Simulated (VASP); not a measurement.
Crystal: Bi.

```xyz
1
Lattice="-1.9814 1.9814 1.9814 1.9814 -1.9814 1.9814 1.9814 1.9814 -1.9814" Properties=species:S:1:pos:R:3 pbc="T T T"
Bi    0.0000    0.0000    0.0000
```

| Property | Result |
| --- | --- |
| Program | VASP 6.6.1 |
| Task | relaxation of cell and atoms |
| Functional | LDA |
| Potentials or basis | VASP PAW LDA potentials, release 64 (Bi_d) |
| Cutoff | 500 eV |
| k mesh | 8 × 8 × 8, shifted |
| Occupations | gaussian, width 0.02 eV |
| Spin | no spin polarisation |

At the start: pressure -3.3 GPa; volume 31.12 Å³/atom.

Problem. How do energy, volume and symmetry change on relaxing?

Solution. Over 3 steps the energy falls by 18.2 meV/atom and the volume is 29.43 Å³/atom (-5.4 %); space group Im-3m (No. 229, to 0.05 Å).

Step by step:
```tsv
step	energy change (eV)	largest force (eV/Å)	pressure (GPa)	volume (Å³)
1	0.0000	0.0000	-3.27	31.12
2	-0.0093	0.0000	2.67	28.34
3	-0.0182	0.0000	0.02	29.43
```

Final structure:
```
Bi
1.0
    -1.94500    1.94500    1.94500
     1.94500   -1.94500    1.94500
     1.94500    1.94500   -1.94500
Bi
1
Direct
  0.00000 0.00000 0.00000
```
